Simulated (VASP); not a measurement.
Runs of VASP 6.6.1 on Mn. The structure is that of space group Fd-3m (No. 227), or close to it. The cells are those of the table. 

| task | spin | cell | k mesh | cutoff (eV) | smearing | gap on the mesh (eV) | pressure (GPa) | moment (μB) |
| --- | --- | --- | --- | --- | --- | --- | --- | --- |
| single point | off | a = 3.531 Å, angles 60.0°, 2 atoms | 18 × 18 × 18 | 520 | fermi-dirac 0.1 eV | none | 0.5 | - |
| single point | collinear, antiferromagnetic start | a = 3.850 Å, angles 60.0°, 2 atoms | 12 × 12 × 12 | 520 | fermi-dirac 0.05 eV | none | (a) | 0.00 |
| single point | collinear, antiferromagnetic start | a = 3.897 Å, angles 60.0°, 2 atoms | 12 × 12 × 12 | 520 | fermi-dirac 0.05 eV | none | -2.8 | 0.00 |
| relaxation of cell and atoms | collinear, antiferromagnetic start | relaxed from a = 3.553 Å, angles 60.0°, 2 atoms | 11 × 11 × 11 | 600 | fermi-dirac 0.05 eV | none | 0.0 | 0.00 |

Alike in all rows: level RPBE; potentials or basis VASP PAW PBE potentials, release 64 (Mn_pv).

Question: Fill in the values left out.

Answer: (a) -2.0.

Caveats: the PAW data sets were made with another functional, which shifts forces and pressure a little.

A gap of «none» marks levels without a gap at the run's occupations.
